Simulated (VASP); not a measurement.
# Sr2CuSi3 (Immm) in VASP: further runs, part 2 of 2

VASP 6.6.1. The steps go on from the part before.

**6. The runs side by side**

```tsv
level	potentials or basis	gap on the mesh (eV)	pressure (GPa)	largest force (eV/Å)
PBE	VASP PAW PBE potentials, release 64 (Si, Sr_sv, Cu)	none	29.6	0.53
PBE+D4	VASP PAW PBE potentials, release 64 (Si, Sr_sv, Cu)	none	26.7	0.52
LDA	VASP PAW LDA potentials, release 64 (Si, Sr_sv, Cu)	none	23.1	0.33
```

Alike in all rows: task single point; no spin polarisation; cell as given; k mesh 5 × 5 × 5; cutoff (eV) 520; smearing gaussian 0.0182 eV.

Caveats: an odd number of electrons without spin polarisation forces a metal; a magnetic or distorted state may lie lower; the stress differs along the axes, from 24 to 36 GPa (at least some runs); the stress differs along the axes, from 21 to 34 GPa (at least some runs); the stress differs along the axes, from 17 to 29 GPa (at least some runs).

Absolute energies hang on the potentials; compare differences alone.
